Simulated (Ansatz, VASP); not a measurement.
## Two plane-wave programs on SiC5

Contents of INCAR:

```
SYSTEM = SiC5
ALGO = Normal
EDIFF = 1E-6
ENCUT = 520
GGA = PE
ISIF = 2
ISMEAR = 0
LASPH = .True.
LCHARG = .False.
LREAL = .False.
LWAVE = .False.
NBANDS = 21
NELM = 80
PREC = Accurate
SIGMA = 0.1
```

KPOINTS

```
k-points
0
Gamma
  4 4 4
  0 0 0
```

POSCAR

```
SiC5
1.0
    4.6063352100      0.0000000000      0.0000000000
    0.0000000000      4.6063352100      0.0000000000
    0.0000000000      0.0000000000      4.4599924200
Si C
1 5
Direct
    0.5000000000      0.5000000000      0.0000000000
    0.7911188900      0.7911188900      0.5000000000
    0.2088811100      0.2088811100      0.5000000000
    0.2088811100      0.7911188900      0.5000000000
    0.7911188900      0.2088811100      0.5000000000
    0.0000000000      0.0000000000      0.0000000000
```

Input for Ansatz:

```yaml
crystal:
  lattice:
    - [4.60633521, 0.0, 0.0]
    - [0.0, 4.60633521, 0.0]
    - [0.0, 0.0, 4.45999242]
  atoms:
    - { symbol: Si, position: [0.5, 0.5, 0.0] }
    - { symbol: C, position: [0.79111889, 0.79111889, 0.5] }
    - { symbol: C, position: [0.20888111, 0.20888111, 0.5] }
    - { symbol: C, position: [0.20888111, 0.79111889, 0.5] }
    - { symbol: C, position: [0.79111889, 0.20888111, 0.5] }
    - { symbol: C, position: [0.0, 0.0, 0.0] }
basis:
  ecutwfc: 420
kpoints:
  mp_grid: { grid: [4, 4, 4] }
hamiltonian:
  xc: pbe
scf:
  occupations: { method: gaussian, width: 0.1 }
  lower_state_search: "off"
output:
  forces: true
  stress: true
  eigenvalues: true
```

Alike in both runs: task single point; functional PBE; k mesh 4 × 4 × 4; occupations gaussian, width 0.1 eV; no spin polarisation.

|  | VASP | Ansatz |
| --- | --- | --- |
| version | VASP 6.6.1 | Ansatz 0.2.0 |
| potentials or method | VASP PAW PBE potentials, release 64 (Si, C), cutoff 520 eV | scalar-relativistic, plane waves, PAW |
| valence electrons in the cell | 24 | 24 |

VASP gave:

```
gap on the k mesh at the Fermi level (eV) : none
rms of the force components (eV/Å)        : 2.180
```

What did Ansatz give for the same quantities?

gap on the k mesh at the Fermi level (eV): none; rms of the force components (eV/Å): 2.185.

Atom by atom the forces differ by 0.005 eV/Å (rms over components). A gap of «none» marks a metal or a gap that the smearing closes.
